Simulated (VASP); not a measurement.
# InSb3 (Pm-3m) in VASP: notebook

Runs on InSb3. Level: PBEsol. Tasks: single point.

Program: VASP 6.6.1. These are calculated values, not measurements. Logs are shortened: lines on timing, memory, paths and dates and some standing lists are left out, and cuts for length are marked.

## Step 1: The cell of the first run

Symmetry: Pm-3m, No. 221, cubic system. Conventional cell: a = 4.587 Å, b = 4.587 Å, c = 4.587 Å, α = 90.00°, β = 90.00°, γ = 90.00°. Within 4.3 Å of In (site symmetry m-3m) lie 12 Sb at 3.24 Å. Sb (site symmetry 4/mmm) has 4 In at 3.24 Å and 8 Sb at 3.24 Å within 4.3 Å.

## Step 2: Single point, PBEsol

INCAR reads:

```
SYSTEM = InSb3
  PREC = Accurate
  ENCUT = 520
  EDIFF = 1E-7
  ISMEAR = 0
  SIGMA = 0.15
  LREAL = .FALSE.
  LASPH = .TRUE.
  NELM = 60
  ALGO = Normal
  ISIF = 2
  LWAVE = .FALSE.
  LCHARG = .FALSE.
  GGA = PS
  NBANDS = 22
```

KPOINTS reads:

```
regular mesh
0
G
  8 8 8
  0 0 0
```

POSCAR reads:

```
InSb3
1.0
    4.5866084372      0.0000000000      0.0000000000
    0.0000000000      4.5866084372      0.0000000000
    0.0000000000      0.0000000000      4.5866084372
In Sb
1 3
Direct
    0.0000000000      0.0000000000      0.0000000000
    0.5000000000      0.0000000000      0.5000000000
    0.0000000000      0.5000000000      0.5000000000
    0.5000000000      0.5000000000      0.0000000000
```

Potentials or basis: VASP PAW PBE potentials, release 64 (In_d, Sb).

The run is started by

```
$ cat potpaw_PBE.64/In_d/POTCAR potpaw_PBE.64/Sb/POTCAR > POTCAR
$ mpirun -np 1 vasp_std > vasp.out
```

OUTCAR:

```text
SYSTEM = InSb3
   PREC = Accurate
   ENCUT = 520
   EDIFF = 1E-7
   ISMEAR = 0
   LREAL = .FALSE.
   LASPH = .TRUE.
   NELM = 60
   ISIF = 2
   GGA = PS

 ion  position               nearest neighbor table
   1  0.000  0.000  0.000-   2 3.24   3 3.24   4 3.24   2 3.24   3 3.24   3 3.24   4 3.24   3 3.24
                             2 3.24   4 3.24   2 3.24   4 3.24
   2  0.500  0.000  0.500-   1 3.24   3 3.24   4 3.24   1 3.24   4 3.24   3 3.24   4 3.24   4 3.24
                             1 3.24   3 3.24   1 3.24   3 3.24
   3  0.000  0.500  0.500-   1 3.24   2 3.24   4 3.24   1 3.24   4 3.24   1 3.24   2 3.24   1 3.24
                             2 3.24   4 3.24   4 3.24   2 3.24
   4  0.500  0.500  0.000-   1 3.24   2 3.24   3 3.24   2 3.24   3 3.24   1 3.24   2 3.24   2 3.24
                             1 3.24   3 3.24   3 3.24   1 3.24

  LATTYP: Found a simple cubic cell.
 ALAT       =     4.5866084372

  Lattice vectors:

 A1 = (   4.5866084372,   0.0000000000,   0.0000000000)
 A2 = (   0.0000000000,   4.5866084372,   0.0000000000)
 A3 = (   0.0000000000,   0.0000000000,   4.5866084372)

Analysis of symmetry for initial positions (statically):
=====================================================================
 Subroutine PRICEL returns:
 Original cell was already a primitive cell.

 Routine SETGRP: Setting up the symmetry group for a
 simple cubic supercell.

 Subroutine GETGRP returns: Found 48 space group operations
 (whereof 48 operations were pure point group operations)
 out of a pool of 48 trial point group operations.

The static configuration has the point symmetry O_h .

Analysis of symmetry for dynamics (positions and initial velocities):
=====================================================================
 Subroutine PRICEL returns:
 Original cell was already a primitive cell.

 Routine SETGRP: Setting up the symmetry group for a
 simple cubic supercell.

 Subroutine GETGRP returns: Found 48 space group operations
 (whereof 48 operations were pure point group operations)
 out of a pool of 48 trial point group operations.

The dynamic configuration has the point symmetry O_h .

 Subroutine INISYM returns: Found 48 space group operations
 (whereof 48 operations are pure point group operations),
 and found     1 'primitive' translations

----------------------------------------------------------------------------------------

                                     Primitive cell

  volume of cell :      96.4884

  direct lattice vectors                    reciprocal lattice vectors
     4.586608437  0.000000000  0.000000000     0.218026024  0.000000000  0.000000000
     0.000000000  4.586608437  0.000000000     0.000000000  0.218026024  0.000000000
     0.000000000  0.000000000  4.586608437     0.000000000  0.000000000  0.218026024

  length of vectors
     4.586608437  4.586608437  4.586608437     0.218026024  0.218026024  0.218026024

  position of ions in fractional coordinates (direct lattice)
     0.000000000  0.000000000  0.000000000
     0.500000000  0.000000000  0.500000000
     0.000000000  0.500000000  0.500000000
     0.500000000  0.500000000  0.000000000

  ion indices of the primitive-cell ions
   primitive index   ion index
                 1           1
                 2           2
                 3           3
                 4           4

----------------------------------------------------------------------------------------

 KPOINTS: regular mesh

Automatic generation of k-mesh.
 Grid dimensions read from file:
 generate k-points for:    8    8    8

 Generating k-lattice:

  Cartesian coordinates                     Fractional coordinates (reciprocal lattice)
     0.027253253  0.000000000  0.000000000     0.125000000  0.000000000  0.000000000
     0.000000000  0.027253253  0.000000000     0.000000000  0.125000000  0.000000000
     0.000000000  0.000000000  0.027253253     0.000000000  0.000000000  0.125000000

  Length of vectors
     0.027253253  0.027253253  0.027253253

  Shift w.r.t. Gamma in fractional coordinates (k-lattice)
     0.000000000  0.000000000  0.000000000

 Subroutine IBZKPT returns following result:
 ===========================================

 Found     35 irreducible k-points:

 Following reciprocal coordinates:
            Coordinates               Weight
  0.000000  0.000000  0.000000      1.000000
  0.125000  0.000000  0.000000      6.000000
  0.250000  0.000000  0.000000      6.000000
  0.375000  0.000000  0.000000      6.000000
  0.500000  0.000000  0.000000      3.000000
  0.125000  0.125000  0.000000     12.000000
[... 16 lines left out ...]
  0.375000  0.375000  0.125000     24.000000
  0.500000  0.375000  0.125000     24.000000
 [... further k-points ...]
   k-points           NKPTS =     35   k-points in BZ     NKDIM =     35   number of bands    NBANDS=     22
   number of dos      NEDOS =    301   number of ions     NIONS =      4
   total plane-waves  NPLWV =  46656
   dimension x,y,z NGX =    36 NGY =   36 NGZ =   36
   dimension x,y,z NGXF=    72 NGYF=   72 NGZF=   72
   ions per type =               1   3
   NGX,Y,Z   is equivalent  to a cutoff of  13.05, 13.05, 13.05 a.u.
   NGXF,Y,Z  is equivalent  to a cutoff of  26.10, 26.10, 26.10 a.u.
 SYSTEM =  InSb3
   PREC   = accura    normal or accurate (medium, high low for compatibility)
   ISTART =      0    job   : 0-new  1-cont  2-samecut
   ICHARG =      2    charge: 1-file 2-atom 10-const
   ISPIN  =      1    spin polarized calculation?
   LNONCOLLINEAR =      F non collinear calculations
   LSORBIT =      F    spin-orbit coupling
   LASPH  =      T    aspherical Exc in radial PAW
   ENCUT  =  520.0 eV  38.22 Ry    6.18 a.u.   8.53  8.53  8.53*2*pi/ulx,y,z
   NELM   =     60;   NELMIN=  2; NELMDL= -5     # of ELM steps
   EDIFF  = 0.1E-06   stopping-criterion for ELM
   LREAL  =      F    real-space projection
   EDIFFG = 0.1E-05   stopping-criterion for IOM
   NSW    =      0    number of steps for IOM
   IBRION =     -1    ionic relax: 0-MD 1-quasi-New 2-CG
   NFREE  =      0    steps in history (QN), initial steepest desc. (CG)
   ISIF   =      2    stress and relaxation
   ISYM   =      2    0-nonsym 1-usesym 2-fastsym
   POTIM  = 0.5000    time-step for ionic-motion
   TEBEG  =    0.0;   TEEND  =   0.0 temperature during run
   PSTRESS=    0.0 pullay stress
   NELECT =      28.0000    total number of electrons
   NUPDOWN=      -1.0000    fix difference up-down
   EMIN   =  10.00;   EMAX   =-10.00  energy-range for DOS
   EFERMI =   0.00;   METHOD = LEGACY
   ISMEAR =     0;   SIGMA  =   0.15  broadening in eV -4-tet -1-fermi 0-gaus
   EFERMI_NEDOS =   21; number of points for ismear=-14 and -15
   IALGO  =     38    algorithm
   IMIX   =      4    mixing-type and parameters
     AMIX     =   0.40;   BMIX     =  1.00
     AMIX_MAG =   1.60;   BMIX_MAG =  1.00
  volume/ion in A,a.u.               =      24.12       162.78
  Fermi-wavevector in a.u.,A,eV,Ry     =   1.083850  2.048179 15.983183  1.174731
  Thomas-Fermi vector in A             =   2.219926
   LORBIT       =      0    0 simple, 1 ext, 2 COOP (PROOUT), +10 PAW based schemes
   GGA     = PS    functional components
   LHFCALC =     F    Hartree Fock is set to
   AEXX    =    0.0000 exact exchange contribution
   IVDW    =     0    specifies the selected vdW correction
   LEPSILON=     F    determine dielectric tensor
   LRPA    =     F    only Hartree local field effects (RPA)
 non-spin polarized calculation
 Gauss-broadening in eV      SIGMA  =   0.15
  energy-cutoff  :      520.00
  volume of cell :       96.49
 maximum number of plane-waves:      2624
 NGX is ok and might be reduce to    36
   NGX = 17   NGY = 17   NGZ = 17

 number of electron      27.9999990 magnetization

 Free energy of the ion-electron system (eV)
  ---------------------------------------------------
  ext. energy  EPLUGINS =         0.00000000
  ---------------------------------------------------
  free energy    TOTEN  =       -15.88528903 eV

  energy without entropy =      -15.86234951  energy(sigma->0) =      -15.87381927

 E-fermi :   9.5343     XC(G=0): -10.8084

 val. band max:        9.4844791952   @ k =   0.2500   0.1250   0.0000
 cond. band min:       9.5532317536   @ k =   0.3750   0.1250   0.0000
 fundamental gap:      0.0687525584
 Fermi energy:         9.5342695119

 k-point     1 :       0.0000    0.0000    0.0000
  band No.  band energies     occupation
      1      -5.0845      2.00000
      2      -5.0845      2.00000
      3      -5.0524      2.00000
      4      -5.0524      2.00000
      5      -5.0524      2.00000
      6      -3.7478      2.00000
[... 14 lines left out ...]
     21      14.7617      0.00000
     22      14.7617      0.00000

 k-point     2 :       0.1250    0.0000    0.0000
  band No.  band energies     occupation
      1      -5.0829      2.00000
      2      -5.0805      2.00000
      3      -5.0558      2.00000
      4      -5.0558      2.00000
      5      -5.0523      2.00000
      6      -3.6379      2.00000
[... 14 lines left out ...]
     21      15.1462      0.00000
     22      15.5302      0.00000

 k-point     3 :       0.2500    0.0000    0.0000
  band No.  band energies     occupation
      1      -5.0791      2.00000
      2      -5.0713      2.00000
      3      -5.0639      2.00000
      4      -5.0639      2.00000
      5      -5.0521      2.00000
      6      -3.3116      2.00000
[... 14 lines left out ...]
     21      15.4649      0.00000
     22      15.4649      0.00000

 k-point     4 :       0.3750    0.0000    0.0000
  band No.  band energies     occupation
      1      -5.0753      2.00000
      2      -5.0719      2.00000
      3      -5.0719      2.00000
      4      -5.0625      2.00000
      5      -5.0520      2.00000
      6      -2.7939      2.00000
[... 14 lines left out ...]
     21      14.3964      0.00000
     22      15.3936      0.00000

 k-point     5 :       0.5000    0.0000    0.0000
  band No.  band energies     occupation
      1      -5.0752      2.00000
      2      -5.0752      2.00000
      3      -5.0738      2.00000
      4      -5.0590      2.00000
      5      -5.0519      2.00000
      6      -2.3527      2.00000
[... 14 lines left out ...]
     21      13.8628      0.00000
     22      15.6329      0.00000

 k-point     6 :       0.1250    0.1250    0.0000
  band No.  band energies     occupation
      1      -5.0804      2.00000
      2      -5.0775      2.00000
      3      -5.0600      2.00000
      4      -5.0560      2.00000
      5      -5.0553      2.00000
      6      -3.5273      2.00000
[... 14 lines left out ...]
     21      15.4211      0.00000
     22      15.5328      0.00000

 k-point     7 :       0.2500    0.1250    0.0000
  band No.  band energies     occupation
      1      -5.0767      2.00000
      2      -5.0698      2.00000
      3      -5.0681      2.00000
      4      -5.0636      2.00000
      5      -5.0553      2.00000
      6      -3.1994      2.00000
[... 324 lines left out ...]
      6      -2.7565      2.00000
[... 14 lines left out ...]
     21      15.4636      0.00000
     22      15.9542      0.00000

 k-point    21 :       0.3750    0.2500    0.1250
  band No.  band energies     occupation
      1      -5.0984      2.00000
      2      -5.0779      2.00000
      3      -5.0682      2.00000
      4      -5.0616      2.00000
      5      -5.0468      2.00000
      6      -2.2338      2.00000
[... 14 lines left out ...]
     21      15.8583      0.00000
     22      16.5587      0.00000

 k-point    22 :       0.5000    0.2500    0.1250
  band No.  band energies     occupation
      1      -5.1037      2.00000
      2      -5.0813      2.00000
      3      -5.0678      2.00000
      4      -5.0604      2.00000
      5      -5.0425      2.00000
      6      -1.7725      2.00000
[... 14 lines left out ...]
     21      14.5780      0.00000
     22      17.0584      0.00000

 k-point    23 :       0.3750    0.3750    0.1250
  band No.  band energies     occupation
      1      -5.1153      2.00000
      2      -5.0771      2.00000
      3      -5.0761      2.00000
      4      -5.0574      2.00000
      5      -5.0362      2.00000
      6      -1.7085      2.00000
[... 14 lines left out ...]
     21      16.1677      0.00000
     22      16.3425      0.00000

 k-point    24 :       0.5000    0.3750    0.1250
  band No.  band energies     occupation
      1      -5.1221      2.00000
      2      -5.0801      2.00000
      3      -5.0761      2.00000
      4      -5.0559      2.00000
      5      -5.0316      2.00000
      6      -1.2198      2.00000
[... 14 lines left out ...]
     21      15.0834      0.00000
     22      17.4165      0.00000

 [... further k-points ...]

------------------------ aborting loop because EDIFF is reached ----------------------------------------

  FORCE on cell =-STRESS in cart. coord.  units (eV):
  Direction    XX          YY          ZZ          XY          YZ          ZX
  --------------------------------------------------------------------------------------
  -------------------------------------------------------------------------------------
  Total        4.1047946      4.1047946      4.1047946      0.0000000     -0.0000000      0.0000000
  in kB       68.1595976     68.1595976     68.1595976      0.0000000     -0.0000000      0.0000000
  external PRESSURE =      68.1595976 kB  Pullay stress =       0.0000000 kB

 VOLUME and BASIS-vectors are now :
 -----------------------------------------------------------------------------
  energy-cutoff  :      520.00
  volume of cell :       96.49
      direct lattice vectors                 reciprocal lattice vectors
     4.586608437  0.000000000  0.000000000     0.218026024  0.000000000  0.000000000
     0.000000000  4.586608437  0.000000000     0.000000000  0.218026024  0.000000000
     0.000000000  0.000000000  4.586608437     0.000000000  0.000000000  0.218026024

 POSITION                                       TOTAL-FORCE (eV/Angst)
 -----------------------------------------------------------------------------------
      0.00000      0.00000      0.00000         0.000000      0.000000      0.000000
      2.29330      0.00000      2.29330         0.000000      0.000000      0.000000
      0.00000      2.29330      2.29330         0.000000      0.000000      0.000000
      2.29330      2.29330      0.00000         0.000000      0.000000      0.000000
 -----------------------------------------------------------------------------------
    total drift:                                0.000000     -0.000000     -0.000000

  FREE ENERGIE OF THE ION-ELECTRON SYSTEM (eV)
  ---------------------------------------------------
  free  energy   TOTEN  =       -15.8852890346 eV

  energy  without entropy=      -15.8623495111  energy(sigma->0) =      -15.87381927
```

It took 66 s on 1 thread of Intel Xeon 8259CL, shared host; peak memory 0.24 GiB.

Results:

```yaml
Free_energy: -15.8853 eV
Pressure: 6.8 GPa
Band_gap_on_the_k_mesh: zero (bands 14 and 15 overlap by 5.50 eV)
```

Caveat: the cell stands under pressure; the PAW data sets were made with another functional, which shifts forces and pressure a little; spin-orbit coupling is left out, which moves the levels of the heavy elements.

## Step 3: Single point, PBEsol

This run uses another cell than the first one, of 24.88 Å³/atom.

INCAR reads:

```
SYSTEM = InSb3
PREC = Accurate
ENCUT = 520
EDIFF = 1E-6
ISMEAR = 0
SIGMA = 0.15
LREAL = .FALSE.
LASPH = .TRUE.
NELM = 80
ALGO = Normal
ISIF = 2
LWAVE = .FALSE.
LCHARG = .TRUE.
GGA = PS
LELF = .TRUE.
LVHAR = .TRUE.
NBANDS = 22
```

KPOINTS is that of step 2.

POSCAR reads:

```
InSb3
1.0
    4.6338930603      0.0000000000      0.0000000000
    0.0000000000      4.6338930603      0.0000000000
    0.0000000000      0.0000000000      4.6338930603
In Sb
1 3
Direct
    0.0000000000      0.0000000000      0.0000000000
    0.5000000000      0.0000000000      0.5000000000
    0.0000000000      0.5000000000      0.5000000000
    0.5000000000      0.5000000000      0.0000000000
```

Potentials or basis: VASP PAW PBE potentials, release 64 (In_d, Sb).

The run is started by

```
$ cat potpaw_PBE.64/In_d/POTCAR potpaw_PBE.64/Sb/POTCAR > POTCAR
$ mpirun -np 1 vasp_std > vasp.out
```

Wall time 60 s (1 thread of Intel Xeon 8259CL, shared host); peak memory 0.24 GiB.

The run converged. Its results:

- Free energy: -15.9888 eV
- Pressure: 4.2 GPa
- Band gap on the k mesh: zero (bands 14 and 15 overlap by 5.29 eV)

Levels at points of the mesh, in eV from the Fermi level:
```csv
k point,band 10,band 11,band 12,band 13,band 14,band 15,band 16,band 17,band 18,band 19
"(0.00, 0.00, 0.00)",-4.85,-4.85,-3.65,0.49,0.49,0.49,1.83,1.83,1.83,4.88
"(0.50, 0.00, 0.00)",-3.27,-3.27,-2.45,-2.45,-1.33,-1.09,2.45,2.45,2.56,2.86
"(0.50, 0.50, 0.00)",-2.55,-1.69,-1.69,-1.58,-1.26,-1.26,-0.32,0.85,3.73,4.02
"(0.50, 0.50, 0.50)",-5.64,-5.64,-5.64,-5.10,4.03,4.03,4.13,4.13,4.13,6.96
```

Caveat: the cell stands under pressure; the PAW data sets were made with another functional, which shifts forces and pressure a little; spin-orbit coupling is left out, which moves the levels of the heavy elements.
